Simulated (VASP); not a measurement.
Input of a VASP 6.6.1 run:

INCAR

```
PREC = Accurate
ENCUT = 520
EDIFF = 1E-6
ISMEAR = -1
SIGMA = 0.08
LREAL = False
LASPH = True
NELM = 60
ALGO = Normal
ISIF = 2
LWAVE = False
LCHARG = True
GGA = CA
LELF = True
LVHAR = True
NBANDS = 31
```

File KPOINTS:

```
regular mesh
0
Gamma
  8 8 8
```

File POSCAR:

```
La3Tl
1.0
    5.0600000000      0.0000000000      0.0000000000
    0.0000000000      5.0600000000      0.0000000000
    0.0000000000      0.0000000000      5.0094000000
La Tl
3 1
Direct
    0.0000000000      0.5000000000      0.5000000000
    0.5000000000      0.0000000000      0.5000000000
    0.5000000000      0.5000000000      0.0000000000
    0.0000000000      0.0000000000      0.0000000000
```

Potentials or basis: VASP PAW LDA potentials, release 64 (La, Tl_d).

The run is started by

```bash
$ cat potpaw_LDA.64/La/POTCAR potpaw_LDA.64/Tl_d/POTCAR > POTCAR
$ mpirun -np 1 vasp_std > vasp.out
```

Task: Estimate the pressure.

Result: -3.3 GPa.

Task: Predict the band gap on the k mesh.

Result: Zero (bands 23 and 24 overlap by 1.07 eV).

Stress tensor (GPa, compression positive):
```
-3.39  0.00  0.00
 0.00 -3.39  0.00
 0.00  0.00 -3.13
```

Caveat: the cell differs from its parent crystal (zz strain of -1 %); the cell stands under tension; spin-orbit coupling is left out, which moves the levels of the heavy elements.
